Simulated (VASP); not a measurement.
Wanted: the native input for a VASP 6.6.1 run.

```
Task                   : single point
Functional             : PBE
Potentials or basis    : VASP PAW PBE potentials, release 64 (Hg, H)
Cutoff                 : 520 eV
k mesh                 : 6 × 6 × 6
Occupations            : gaussian, width 0.1 eV
Spin                   : no spin polarisation
Dipole correction      : no
Further INCAR settings : ALGO = Normal; EDIFF = 1e-06; NBANDS = 46
```

The structure of Hg6H lies in POSCAR:

```
Hg6H
1.0
    5.4941358382     -0.1366332343      0.0000000000
   -2.8653957710      4.9630110592      0.0000000000
    0.0000000000      0.0000000000      6.3589614678
Hg H
6 1
Direct
    0.3505148831      0.6752574416      0.2561950935
    0.3505148831      0.6752574416      0.7438049065
    0.0000000000      0.0000000000      0.0000000000
    0.0000000000      0.0000000000      0.5000000000
    0.6494851169      0.3247425584      0.2561950935
    0.6494851169      0.3247425584      0.7438049065
    1.0000000000      0.5000000000      0.0000000000
```

The input as run:

INCAR

```
  PREC = Accurate
  ENCUT = 520
  EDIFF = 1E-6
  ISMEAR = 0
  SIGMA = 0.1
  LREAL = False
  LASPH = True
  NELM = 80
  ALGO = Normal
  ISIF = 2
  LWAVE = False
  LCHARG = False
  GGA = PE
  NBANDS = 46
```

KPOINTS

```
Automatic mesh
0
Gamma
  6 6 6
```

Potentials or basis: VASP PAW PBE potentials, release 64 (Hg, H).

Launch:

```sh
$ cat potpaw_PBE.64/Hg/POTCAR potpaw_PBE.64/H/POTCAR > POTCAR
$ mpirun -np 1 vasp_std > vasp.out
```

It gave:

The pressure is 0.1 GPa and the largest force is 0.011 eV/Å. The band gap on the k mesh is zero (an odd number of electrons rules out a gap without spin polarisation).

Caveat: spin-orbit coupling is left out, which moves the levels of the heavy elements.

It took 8 min on 1 thread of Intel(R) Xeon(R) 6975P-C (Granite Rapids) (shared host), peak memory 0.47 GiB.
